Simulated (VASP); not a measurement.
Sc: single point with r2SCAN

The system is Sc.

```
Sc
1.0
     3.32807    0.00000    0.00000
    -1.66404    2.88219    0.00000
     0.00000    0.00000    5.21215
Sc
2
Direct
  0.33333 0.66667 0.25000
  0.66667 0.33333 0.75000
```

- Program: VASP 6.6.1
- Task: single point
- Functional: r2SCAN
- Potentials or basis: VASP PAW PBE potentials, release 64 (Sc_sv)
- Cutoff: 520 eV
- k mesh: 11 × 11 × 6
- Occupations: fermi-dirac, width 0.03 eV
- Spin: no spin polarisation

| Quantity | Value |
| --- | --- |
| Pressure | 0.0 GPa |
| Band gap on the k mesh | zero (bands 11 and 12 overlap by 1.52 eV) |

Stress tensor (GPa, compression positive):
```
 0.10  0.00  0.00
 0.00  0.10  0.00
 0.00  0.00 -0.25
```

Levels at points of the mesh, in eV from the Fermi level:
```tsv
k point	band 8	band 9	band 10	band 11	band 12	band 13	band 14	band 15
(0.00, 0.00, 0.00)	-28.98	-5.48	-1.69	0.39	1.79	1.79	2.03	2.26
(0.00, 0.00, 0.50)	-29.04	-3.88	-3.88	1.07	1.07	1.71	1.71	1.71
```

Wall time 93 s on 1 thread of Intel(R) Xeon(R) 6975P-C (Granite Rapids), with other jobs on the host, peak memory 0.2 GiB.

Caveat: the PAW data sets were made with another functional, which shifts forces and pressure a little.
